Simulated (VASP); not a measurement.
LaI:

```xyz
4
Lattice="3.9423 0.0000 0.0000 -1.9711 3.4141 0.0000 0.0000 0.0000 9.7443" Properties=species:S:1:pos:R:3 pbc="T T T"
La    0.0000    0.0000    0.0000
La    0.0000    0.0000    4.8721
I     0.0000    2.2761    2.4361
I     1.9711    1.1380    7.3082
```

- Program: VASP 6.6.1
- Task: relaxation of cell and atoms
- Functional: PBEsol
- Potentials or basis: VASP PAW PBE potentials, release 64 (La, I)
- Cutoff: 600 eV
- k mesh: 9 × 9 × 4
- Occupations: gaussian, width 0.05 eV
- Spin: no spin polarisation

At the start: pressure -2.2 GPa; volume 32.79 Å³/atom.

Problem. How do energy, volume and symmetry change on relaxing?

Solution. Over 9 steps the energy falls by 13.2 meV/atom and the volume is 31.32 Å³/atom (-4.5 %); space group P6_3/mmc (No. 194, to 0.05 Å).

Step by step:
| step | energy change (eV) | largest force (eV/Å) | pressure (GPa) | volume (Å³) |
| --- | --- | --- | --- | --- |
| 1 | 0.0000 | 0.0000 | -2.17 | 131.15 |
| 2 | -0.0434 | 0.0000 | 0.96 | 122.90 |
| 3 | -0.0486 | 0.0000 | 0.12 | 124.82 |
| 4 | -0.0516 | 0.0000 | 0.10 | 124.95 |
| 5 | -0.0529 | 0.0000 | 0.08 | 125.09 |
| 6 | -0.0529 | 0.0000 | 0.07 | 125.10 |
| 7 | -0.0529 | 0.0000 | 0.08 | 125.09 |
| 8 | -0.0529 | 0.0000 | -0.06 | 125.41 |
| 9 | -0.0529 | 0.0000 | 0.00 | 125.27 |

Final structure:
```xyz
4
Lattice="3.9181 0.0000 0.0000 -1.9591 3.3932 0.0000 0.0000 0.0000 9.4225" Properties=species:S:1:pos:R:3 pbc="T T T"
La    0.0000    0.0000    0.0000
La    0.0000    0.0000    4.7112
I     0.0000    2.2621    2.3556
I     1.9591    1.1311    7.0668
```

Caveat: the PAW data sets were made with another functional, which shifts forces and pressure a little.
